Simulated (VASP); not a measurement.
Wanted: the native input for a VASP 6.6.1 run.

- Task: electric field gradients
- Functional: PBEsol
- Potentials or basis: VASP PAW PBE potentials, release 64 (Hg, Te)
- Cutoff: 520 eV
- k mesh: 12 × 12 × 12
- Occupations: fermi-dirac, width 0.08 eV
- Spin: no spin polarisation
- Dipole correction: no
- Further INCAR settings: ALGO = Normal; EDIFF = 1e-08; NBANDS = 16

The structure of HgTe lies in POSCAR:

```
HgTe
1.0
    0.0000000000      2.8820154301      2.8820154301
    2.8820154301      0.0000000000      2.8820154301
    2.8820154301      2.8820154301      0.0000000000
Hg Te
1 1
Direct
    0.0000000000      0.0000000000      0.0000000000
    0.5000000000      0.5000000000      0.5000000000
```

This cell differs from its parent crystal: volume scaled by 0.96.

One way to write it, as run:

INCAR

```
PREC = Accurate ; ENCUT = 520
EDIFF = 1E-8 ; ISMEAR = -1
SIGMA = 0.08 ; LREAL = False
LASPH = True ; NELM = 80
ALGO = Normal ; ISIF = 2
LWAVE = False ; LCHARG = False
GGA = PS ; LEFG = True
NBANDS = 16
```

KPOINTS

```
regular mesh
0
Gamma
  12 12 12
```

Potentials or basis: VASP PAW PBE potentials, release 64 (Hg, Te).

Run with:

```bash
$ cat potpaw_PBE.64/Hg/POTCAR potpaw_PBE.64/Te/POTCAR > POTCAR
$ mpirun -np 1 vasp_std > vasp.out
```

Results of the run:

```json
{
  "Pressure": "10.5 GPa",
  "Band gap on the k mesh": "zero (band 9 reaches 6.81 eV, above the bottom of band 10 at 3.30 eV)"
}
```

Caveat: without QUAD_EFG the Cq values of the log hold for a quadrupole moment of 1 mb, not for the nuclei; the PAW data sets were made with another functional, which shifts forces and pressure a little; spin-orbit coupling is left out, which moves the levels of the heavy elements.

Wall time 22 s on 1 thread of Intel(R) Xeon(R) 6975P-C (Granite Rapids), with other jobs on the host, peak memory 0.2 GiB.
